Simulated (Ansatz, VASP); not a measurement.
Two plane-wave programs on MgS

Contents of INCAR:

```
SYSTEM = MgS
ALGO = Normal ; EDIFF = 1E-7
ENCUT = 520 ; GGA = CA
ISIF = 2 ; ISMEAR = 0
LASPH = .True. ; LCHARG = .True.
LELF = .True. ; LREAL = .False.
LVHAR = .True. ; LWAVE = .False.
NBANDS = 16 ; NELM = 100
PREC = Accurate ; SIGMA = 0.02
```

KPOINTS

```
k-points
0
Gamma
  6 6 4
  0 0 0
```

POSCAR

```
MgS
1.0
    4.0546560487      0.0000000000      0.0000000000
   -2.0273280244      3.5114351418      0.0000000000
    0.0000000000      0.0000000000      6.4907642878
Mg S
2 2
Direct
    0.6666666667      0.3333333333      0.4970164499
    0.3333333333      0.6666666667      0.9970164499
    0.3333333333      0.6666666667      0.3779825501
    0.6666666667      0.3333333333      0.8779825501
```

Input for Ansatz:

```yaml
crystal:
  lattice:
    - [4.0546560487, 0.0, 0.0]
    - [-2.0273280244, 3.5114351418, 0.0]
    - [0.0, 0.0, 6.4907642878]
  atoms:
    - { symbol: Mg, position: [0.6666666667, 0.3333333333, 0.4970164499] }
    - { symbol: Mg, position: [0.3333333333, 0.6666666667, 0.9970164499] }
    - { symbol: S, position: [0.3333333333, 0.6666666667, 0.3779825501] }
    - { symbol: S, position: [0.6666666667, 0.3333333333, 0.8779825501] }
basis:
  ecutwfc: 420
kpoints:
  mp_grid: { grid: [6, 6, 4] }
  band_path:
    path:
      - [[0.0, 0.0, 0.0], [0.5, 0.0, 0.0], [0.33333333, 0.33333333, 0.0], [0.0, 0.0, 0.0], [0.0, 0.0, 0.5], [0.5, 0.0, 0.5], [0.33333333, 0.33333333, 0.5], [0.0, 0.0, 0.5]]
      - [[0.5, 0.0, 0.5], [0.5, 0.0, 0.0]]
      - [[0.33333333, 0.33333333, 0.5], [0.33333333, 0.33333333, 0.0]]
    npoints: 14
hamiltonian:
  xc: lda
scf:
  occupations: { method: gaussian, width: 0.02 }
  n_extra_bands: 10
output:
  forces: true
  stress: true
  eigenvalues: true
  populations: true
  dos: { projected: true, de: 0.02, nscf_kmesh: { grid: [9, 9, 6] } }
  bader: true
  write_density: true
  write_potential: true
  elf: true
  volumetric_format: npy
```

Alike in both runs: task single point; functional LDA; k mesh 6 × 6 × 4; occupations gaussian, width 0.02 eV; no spin polarisation.

|  | VASP | Ansatz |
| --- | --- | --- |
| version | VASP 6.6.1 | Ansatz 0.2.0 |
| potentials or method | VASP PAW LDA potentials, release 64 (Mg, S), cutoff 520 eV | scalar-relativistic, plane waves, PAW |
| valence electrons in the cell | 16 | 32 |

```csv
,VASP,Ansatz,Ansatz less VASP
gap on the k mesh at the Fermi level (eV),3.10,3.09,-0.010
least direct gap on the mesh (eV),3.10,3.09,-0.010
pressure (GPa),-3.3,-3.0,+0.31
rms of the force components (eV/Å),0.004,0.003,-0.0007
```

LDA's correlation is that of Perdew and Zunger in VASP and of Perdew and Wang (1992) in Ansatz. Atom by atom the forces differ by 0.001 eV/Å (rms over components). VASP's potentials hold 16 valence electrons a cell and Ansatz's 32, so a difference there can come from the potentials and not from the codes.
